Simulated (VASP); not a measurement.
A run of VASP 6.6.1:

File POSCAR:

```
MgZn15Si16P32
1.0
   10.7412170000     -0.0000530000     -0.0000140000
   -0.0000530000     10.7440080000     -0.0000140000
   -0.0000130000     -0.0000130000     10.4442020000
Zn Mg Si P
15 1 16 32
Direct
    0.9996480000      0.0003430000      0.0000890000
    0.9998340000      0.5005100000      0.9999930000
    0.4997480000      0.0005150000      0.0002670000
    0.0006240000      0.2496190000      0.2504430000
    0.0005760000      0.7500580000      0.2505430000
    0.5017300000      0.2493470000      0.2506020000
    0.4993950000      0.7504170000      0.2508610000
    0.2502350000      0.9999540000      0.7496850000
    0.2498060000      0.4988740000      0.7496090000
    0.7505430000      0.9997040000      0.7498730000
    0.7512060000      0.5008850000      0.7495200000
    0.2502570000      0.2505050000      0.4997930000
    0.2499390000      0.7501220000      0.5004040000
    0.7496670000      0.2507110000      0.5001910000
    0.7494470000      0.7503640000      0.4999200000
    0.4993460000      0.4999430000      0.9996600000
    0.0005920000      0.0005500000      0.4992680000
    0.0006400000      0.5005340000      0.5007910000
    0.5006120000      0.0005820000      0.4978560000
    0.5007090000      0.5006060000      0.4994160000
    0.2504320000      0.0006970000      0.2495860000
    0.2480000000      0.5003580000      0.2508110000
    0.7505350000      0.0007680000      0.2495480000
    0.7531270000      0.5010260000      0.2508420000
    0.2481370000      0.2479150000      0.9997280000
    0.2481990000      0.7532410000      0.9989140000
    0.7534020000      0.2480430000      0.9987990000
    0.7531380000      0.7529150000      0.0000560000
    0.0006750000      0.2505520000      0.7489920000
    0.0004490000      0.7507840000      0.7491550000
    0.5008690000      0.2481910000      0.7477070000
    0.5002370000      0.7534410000      0.7479190000
    0.1309510000      0.1233130000      0.1246610000
    0.1322810000      0.6256530000      0.1239500000
    0.6332370000      0.1251600000      0.1239600000
    0.6400440000      0.6312320000      0.1301170000
    0.1179510000      0.1249900000      0.6241130000
    0.1180070000      0.6245830000      0.6251710000
    0.6178430000      0.1233420000      0.6231850000
    0.6171990000      0.6252180000      0.6251730000
    0.3603920000      0.3686870000      0.1305590000
    0.3673790000      0.8749810000      0.1247030000
    0.8684620000      0.3742820000      0.1245800000
    0.8695360000      0.8764980000      0.1254030000
    0.3750880000      0.1181860000      0.3743010000
    0.3742260000      0.6172380000      0.3745830000
    0.8745150000      0.1179790000      0.3750190000
    0.8760040000      0.6179290000      0.3762690000
    0.1240510000      0.3827980000      0.3758850000
    0.1255710000      0.8826380000      0.3747670000
    0.6257290000      0.3833470000      0.3740670000
    0.6250880000      0.8825720000      0.3738410000
    0.1245170000      0.3673430000      0.8749300000
    0.1228920000      0.8696880000      0.8742820000
    0.6308550000      0.3606350000      0.8690790000
    0.6251430000      0.8683550000      0.8751190000
    0.3832830000      0.3749010000      0.6244930000
    0.3826460000      0.8767020000      0.6227490000
    0.8824850000      0.3754550000      0.6245190000
    0.8825910000      0.8750730000      0.6238090000
    0.3749830000      0.1322150000      0.8744250000
    0.3694130000      0.6403550000      0.8685830000
    0.8772770000      0.1308440000      0.8736690000
    0.8754470000      0.6332330000      0.8744780000
```

INCAR.step1

```
ALGO     = Normal         # electronic algorithm
EDIFF    = 1E-5           # SCF threshold, eV
ENCUT    = 520            # plane-wave cutoff, eV
GGA      = PE             # functional
ISIF     = 2              # what is computed and relaxed
ISMEAR   = -1             # smearing method
LASPH    = True           # aspherical terms in the spheres
LCHARG   = False          # write CHGCAR
LREAL    = Auto         
LUSENCCL = False        
LWAVE    = True           # write WAVECAR
NBANDS   = 241            # bands
NELM     = 60             # most SCF steps
PREC     = Accurate       # precision mode
SIGMA    = 0.05           # smearing width, eV
```

The input INCAR.step2:

```
ALGO     = Normal         # electronic algorithm
EDIFF    = 1E-6           # SCF threshold, eV
ENCUT    = 520            # plane-wave cutoff, eV
GGA      = PE             # functional
HFSCREEN = 0.2079         # screening, 1/A
ISIF     = 2              # what is computed and relaxed
ISMEAR   = -1             # smearing method
ISTART   = 1            
LASPH    = True           # aspherical terms in the spheres
LCHARG   = False          # write CHGCAR
LHFCALC  = True           # exact exchange
LREAL    = Auto         
LUSENCCL = False        
LWAVE    = False          # write WAVECAR
NBANDS   = 241            # bands
NELM     = 60             # most SCF steps
PREC     = Accurate       # precision mode
PRECFOCK = Fast         
SIGMA    = 0.05           # smearing width, eV
```

File KPOINTS:

```
k-points
0
Gamma
  1 1 1
```

Potentials or basis: VASP PAW PBE potentials, release 64 (Zn, Mg, Si, P).

Run with:

```sh
$ cat potpaw_PBE.64/Zn/POTCAR potpaw_PBE.64/Mg/POTCAR potpaw_PBE.64/Si/POTCAR potpaw_PBE.64/P/POTCAR > POTCAR
$ cp INCAR.step1 INCAR
$ mpirun -np 1 vasp_gam > vasp.out
$ cp INCAR.step2 INCAR
$ mpirun -np 1 vasp_gam > vasp.out
```

Hardware: 1 × NVIDIA H100 80GB with 1 thread of Intel(R) Xeon(R) Platinum 8481C CPU @ 2.70GHz (Sapphire Rapids), on a shared host.

Problem. Estimate the wall time of this run.

Solution. Wall time 4.8 min on 1 × NVIDIA H100 80GB with 1 thread of Intel(R) Xeon(R) Platinum 8481C CPU @ 2.70GHz (Sapphire Rapids) (shared host), peak memory 1.7 GiB. Counts: k points 1.
